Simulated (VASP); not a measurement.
# K (Pm-3m) in VASP: further runs

K is run at these levels: PBE; tasks: density of states.

Program: VASP 6.6.1. These are calculated values, not measurements. Logs are shortened: lines on timing, memory, paths and dates and some standing lists are left out, and cuts for length are marked.

**1. The cell of the first run**

It takes space group Pm-3m (No. 221, cubic). The conventional cell has a = 3.525 Å, b = 3.525 Å, c = 3.525 Å, α = 90.00°, β = 90.00°, γ = 90.00°. Within 4.6 Å of K (site symmetry m-3m) lie 6 K at 3.53 Å.

**2. Density of states, PBE (volume scaled by 0.55)**

POSCAR

```
K
1.0
    3.5250649150      0.0000000000      0.0000000000
    0.0000000000      3.5250649150      0.0000000000
    0.0000000000      0.0000000000      3.5250649150
K
1
Direct
    0.0000000000      0.0000000000      0.0000000000
```

INCAR.step1

```
PREC     = Accurate       # precision mode
ENCUT    = 520            # plane-wave cutoff, eV
EDIFF    = 1E-6           # SCF threshold, eV
ISMEAR   = -1             # smearing method
SIGMA    = 0.08           # smearing width, eV
LREAL    = F              # projectors in reciprocal space
LASPH    = T              # aspherical terms in the spheres
NELM     = 60             # most SCF steps
ALGO     = Normal         # electronic algorithm
ISIF     = 2              # what is computed and relaxed
LWAVE    = F              # write WAVECAR
LCHARG   = T              # write CHGCAR
GGA      = PE             # functional
NBANDS   = 10             # bands
```

KPOINTS.step1

```
Automatic mesh
0
Gamma
  10 10 10
```

INCAR.step2

```
PREC     = Accurate       # precision mode
ENCUT    = 520            # plane-wave cutoff, eV
EDIFF    = 1E-6           # SCF threshold, eV
ISMEAR   = -5             # smearing method
SIGMA    = 0.08           # smearing width, eV
LREAL    = F              # projectors in reciprocal space
LASPH    = T              # aspherical terms in the spheres
NELM     = 60             # most SCF steps
ALGO     = Normal         # electronic algorithm
ISIF     = 2              # what is computed and relaxed
LWAVE    = F              # write WAVECAR
LCHARG   = F              # write CHGCAR
GGA      = PE             # functional
LORBIT   = 10             # projections on sites
NEDOS    = 1001           # points of the DOS
ICHARG   = 11             # starting density
```

KPOINTS.step2

```
Automatic mesh
0
Gamma
  15 15 15
```

Potentials or basis: VASP PAW PBE potentials, release 64 (K_sv).

Run with:

```bash
cat potpaw_PBE.64/K_sv/POTCAR > POTCAR
cp INCAR.step1 INCAR
cp KPOINTS.step1 KPOINTS
mpirun -np 1 vasp_std > vasp.out
cp INCAR.step2 INCAR
cp KPOINTS.step2 KPOINTS
mpirun -np 1 vasp_std > vasp.out
```

OUTCAR:

```text
PREC = Accurate
   ENCUT = 520
   EDIFF = 1E-6
   ISMEAR = -5
   LREAL = F
   LASPH = T
   NELM = 60
   ISIF = 2
   GGA = PE
   LORBIT = 10
   ICHARG = 11

 ion  position               nearest neighbor table
   1  0.000  0.000  0.000-

  LATTYP: Found a simple cubic cell.
 ALAT       =     3.5250649150

  Lattice vectors:

 A1 = (   3.5250649150,   0.0000000000,   0.0000000000)
 A2 = (   0.0000000000,   3.5250649150,   0.0000000000)
 A3 = (   0.0000000000,   0.0000000000,   3.5250649150)

Analysis of symmetry for initial positions (statically):
=====================================================================
 Subroutine PRICEL returns:
 Original cell was already a primitive cell.

 Routine SETGRP: Setting up the symmetry group for a
 simple cubic supercell.

 Subroutine GETGRP returns: Found 48 space group operations
 (whereof 48 operations were pure point group operations)
 out of a pool of 48 trial point group operations.

The static configuration has the point symmetry O_h .

Analysis of symmetry for dynamics (positions and initial velocities):
=====================================================================
 Subroutine PRICEL returns:
 Original cell was already a primitive cell.

 Routine SETGRP: Setting up the symmetry group for a
 simple cubic supercell.

 Subroutine GETGRP returns: Found 48 space group operations
 (whereof 48 operations were pure point group operations)
 out of a pool of 48 trial point group operations.

The dynamic configuration has the point symmetry O_h .

 Subroutine INISYM returns: Found 48 space group operations
 (whereof 48 operations are pure point group operations),
 and found     1 'primitive' translations

----------------------------------------------------------------------------------------

                                     Primitive cell

  volume of cell :      43.8027

  direct lattice vectors                    reciprocal lattice vectors
     3.525064915  0.000000000  0.000000000     0.283682719  0.000000000  0.000000000
     0.000000000  3.525064915  0.000000000     0.000000000  0.283682719  0.000000000
     0.000000000  0.000000000  3.525064915     0.000000000  0.000000000  0.283682719

  length of vectors
     3.525064915  3.525064915  3.525064915     0.283682719  0.283682719  0.283682719

  position of ions in fractional coordinates (direct lattice)
     0.000000000  0.000000000  0.000000000

  ion indices of the primitive-cell ions
   primitive index   ion index
                 1           1

----------------------------------------------------------------------------------------

 KPOINTS: Automatic mesh

Automatic generation of k-mesh.
 Grid dimensions read from file:
 generate k-points for:   15   15   15

 Generating k-lattice:

  Cartesian coordinates                     Fractional coordinates (reciprocal lattice)
     0.018912181  0.000000000  0.000000000     0.066666667  0.000000000  0.000000000
     0.000000000  0.018912181  0.000000000     0.000000000  0.066666667  0.000000000
     0.000000000  0.000000000  0.018912181     0.000000000  0.000000000  0.066666667

  Length of vectors
     0.018912181  0.018912181  0.018912181

  Shift w.r.t. Gamma in fractional coordinates (k-lattice)
     0.000000000  0.000000000  0.000000000

 TETIRR: Found   1667 inequivalent tetrahedra from    20250

 Subroutine IBZKPT returns following result:
 ===========================================

 Found    120 irreducible k-points:

 Following reciprocal coordinates:
            Coordinates               Weight
  0.000000  0.000000  0.000000      1.000000
  0.066667  0.000000  0.000000      6.000000
  0.133333  0.000000  0.000000      6.000000
  0.200000  0.000000  0.000000      6.000000
  0.266667  0.000000  0.000000      6.000000
  0.333333  0.000000  0.000000      6.000000
[... 16 lines left out ...]
  0.266667  0.200000  0.000000     24.000000
  0.333333  0.200000  0.000000     24.000000
 [... further k-points ...]
   k-points           NKPTS =    120   k-points in BZ     NKDIM =    120   number of bands    NBANDS=      8
   number of dos      NEDOS =   1001   number of ions     NIONS =      1
   total plane-waves  NPLWV =  21952
   dimension x,y,z NGX =    28 NGY =   28 NGZ =   28
   dimension x,y,z NGXF=    56 NGYF=   56 NGZF=   56
   ions per type =               1
   NGX,Y,Z   is equivalent  to a cutoff of  13.21, 13.21, 13.21 a.u.
   NGXF,Y,Z  is equivalent  to a cutoff of  26.41, 26.41, 26.41 a.u.
 SYSTEM =  unknown system
   PREC   = accura    normal or accurate (medium, high low for compatibility)
   ISTART =      0    job   : 0-new  1-cont  2-samecut
   ICHARG =     11    charge: 1-file 2-atom 10-const
   ISPIN  =      1    spin polarized calculation?
   LNONCOLLINEAR =      F non collinear calculations
   LSORBIT =      F    spin-orbit coupling
   LASPH  =      T    aspherical Exc in radial PAW
   ENCUT  =  520.0 eV  38.22 Ry    6.18 a.u.   6.55  6.55  6.55*2*pi/ulx,y,z
   NELM   =     60;   NELMIN=  2; NELMDL=  0     # of ELM steps
   EDIFF  = 0.1E-05   stopping-criterion for ELM
   LREAL  =      F    real-space projection
   EDIFFG = 0.1E-04   stopping-criterion for IOM
   NSW    =      0    number of steps for IOM
   IBRION =     -1    ionic relax: 0-MD 1-quasi-New 2-CG
   NFREE  =      0    steps in history (QN), initial steepest desc. (CG)
   ISIF   =      2    stress and relaxation
   ISYM   =      2    0-nonsym 1-usesym 2-fastsym
   POTIM  = 0.5000    time-step for ionic-motion
   TEBEG  =    0.0;   TEEND  =   0.0 temperature during run
   PSTRESS=    0.0 pullay stress
   NELECT =       9.0000    total number of electrons
   NUPDOWN=      -1.0000    fix difference up-down
   EMIN   =  10.00;   EMAX   =-10.00  energy-range for DOS
   EFERMI =   0.00;   METHOD = LEGACY
   ISMEAR =    -5;   SIGMA  =   0.08  broadening in eV -4-tet -1-fermi 0-gaus
   EFERMI_NEDOS =   21; number of points for ismear=-14 and -15
   IALGO  =     38    algorithm
   IMIX   =      4    mixing-type and parameters
     AMIX     =   0.40;   BMIX     =  1.00
     AMIX_MAG =   1.60;   BMIX_MAG =  1.00
  volume/ion in A,a.u.               =      43.80       295.60
  Fermi-wavevector in a.u.,A,eV,Ry     =   0.966025  1.825523 12.697026  0.933205
  Thomas-Fermi vector in A             =   2.095792
   LORBIT       =     10    0 simple, 1 ext, 2 COOP (PROOUT), +10 PAW based schemes
   GGA     = PE    functional components
   LHFCALC =     F    Hartree Fock is set to
   AEXX    =    0.0000 exact exchange contribution
   IVDW    =     0    specifies the selected vdW correction
   LEPSILON=     F    determine dielectric tensor
   LRPA    =     F    only Hartree local field effects (RPA)
 non-spin polarized calculation
 Fermi weights with tetrahedron method with Bloechl corrections
  energy-cutoff  :      520.00
  volume of cell :       43.80
 maximum number of plane-waves:      1201
 NGX is ok and might be reduce to    28

 number of electron       8.9999999 magnetization

 Free energy of the ion-electron system (eV)
  ---------------------------------------------------
  ext. energy  EPLUGINS =         0.00000000
  ---------------------------------------------------
  free energy    TOTEN  =        -0.59547202 eV

  energy without entropy =       -0.59547202  energy(sigma->0) =       -0.59547202

 E-fermi :   1.4359     XC(G=0):  -7.0808

 val. band max:        1.4233369132   @ k =   0.4667   0.0667   0.0667
 cond. band min:       1.4296490680   @ k =   0.4000   0.2000   0.2000
 fundamental gap:      0.0063121548
 Fermi energy:         1.4358897741

 k-point     1 :       0.0000    0.0000    0.0000
  band No.  band energies     occupation
      1     -30.9509      2.00000
      2     -14.2083      2.00000
      3     -14.2083      2.00000
      4     -14.2083      2.00000
      5      -1.4856      2.00000
      6       4.1442      0.00000
      7       4.1442      0.00000
      8       8.9841      0.00000

 k-point     2 :       0.0667    0.0000    0.0000
  band No.  band energies     occupation
      1     -30.9489      2.00000
      2     -14.2317      2.00000
      3     -14.2063      2.00000
      4     -14.2063      2.00000
      5      -1.4162      2.00000
      6       4.1591      0.00000
      7       4.1735      0.00000
      8       8.7899      0.00000

 k-point     3 :       0.1333    0.0000    0.0000
  band No.  band energies     occupation
      1     -30.9430      2.00000
      2     -14.2970      2.00000
      3     -14.2006      2.00000
      4     -14.2006      2.00000
      5      -1.2125      2.00000
      6       4.1735      0.00000
      7       4.2590      0.00000
      8       8.3313      0.00000

 k-point     4 :       0.2000    0.0000    0.0000
  band No.  band energies     occupation
      1     -30.9343      2.00000
      2     -14.3915      2.00000
      3     -14.1922      2.00000
      4     -14.1922      2.00000
      5      -0.8857      2.00000
      6       4.1001      0.00000
      7       4.3921      0.00000
      8       7.8586      0.00000

 k-point     5 :       0.2667    0.0000    0.0000
  band No.  band energies     occupation
      1     -30.9244      2.00000
      2     -14.4976      2.00000
      3     -14.1826      2.00000
      4     -14.1826      2.00000
      5      -0.4515      2.00000
      6       3.8354      0.00000
      7       4.5575      0.00000
      8       7.4366      0.00000
[... 177 lines left out ...]
 k-point    22 :       0.2000    0.2000    0.0000
  band No.  band energies     occupation
      1     -30.9180      2.00000
      2     -14.3816      2.00000
      3     -14.3593      2.00000
      4     -14.1766      2.00000
      5      -0.3283      2.00000
      6       4.3289      0.00000
      7       4.4710      0.00000
      8       6.6334      0.00000

 k-point    23 :       0.2667    0.2000    0.0000
  band No.  band energies     occupation
      1     -30.9082      2.00000
      2     -14.4749      2.00000
      3     -14.3567      2.00000
      4     -14.1672      2.00000
      5       0.0705      2.00000
      6       4.0921      0.00000
      7       4.6423      0.00000
      8       6.3706      0.00000

 k-point    24 :       0.3333    0.2000    0.0000
  band No.  band energies     occupation
      1     -30.8988      2.00000
      2     -14.5709      2.00000
      3     -14.3452      2.00000
      4     -14.1582      2.00000
      5       0.5476      2.00000
      6       3.6079      0.00000
      7       4.8659      0.00000
      8       6.2387      0.00000

 [... further k-points ...]

------------------------ aborting loop because EDIFF is reached ----------------------------------------

  FORCE on cell =-STRESS in cart. coord.  units (eV):
  Direction    XX          YY          ZZ          XY          YZ          ZX
  --------------------------------------------------------------------------------------
  -------------------------------------------------------------------------------------
  Total        1.3718488      1.3718488      1.3718488      0.0000000      0.0000000     -0.0000000
  in kB       50.1782453     50.1782453     50.1782453      0.0000000      0.0000000     -0.0000000
  external PRESSURE =      50.1782453 kB  Pullay stress =       0.0000000 kB

 VOLUME and BASIS-vectors are now :
 -----------------------------------------------------------------------------
  energy-cutoff  :      520.00
  volume of cell :       43.80
      direct lattice vectors                 reciprocal lattice vectors
     3.525064915  0.000000000  0.000000000     0.283682719  0.000000000  0.000000000
     0.000000000  3.525064915  0.000000000     0.000000000  0.283682719  0.000000000
     0.000000000  0.000000000  3.525064915     0.000000000  0.000000000  0.283682719

 POSITION                                       TOTAL-FORCE (eV/Angst)
 -----------------------------------------------------------------------------------
      0.00000      0.00000      0.00000         0.000000      0.000000      0.000000
 -----------------------------------------------------------------------------------
    total drift:                               -0.000000      0.000000     -0.000000

  FREE ENERGIE OF THE ION-ELECTRON SYSTEM (eV)
  ---------------------------------------------------
  free  energy   TOTEN  =        -0.5954720247 eV

  energy  without entropy=       -0.5954720247  energy(sigma->0) =       -0.59547202

 total charge

# of ion       s       p       d       tot
------------------------------------------
    1        1.998   5.559   0.017   7.575
```

Run time: 27 s. Hardware: 1 thread of Intel Xeon 6975P-C, shared host; peak memory 0.17 GiB.

Results:

* Valence electrons inside the program's atomic spheres: K 7.58

Caveat: tetrahedron occupations give inexact forces and stress in metals.

[end of part 1 of 2]
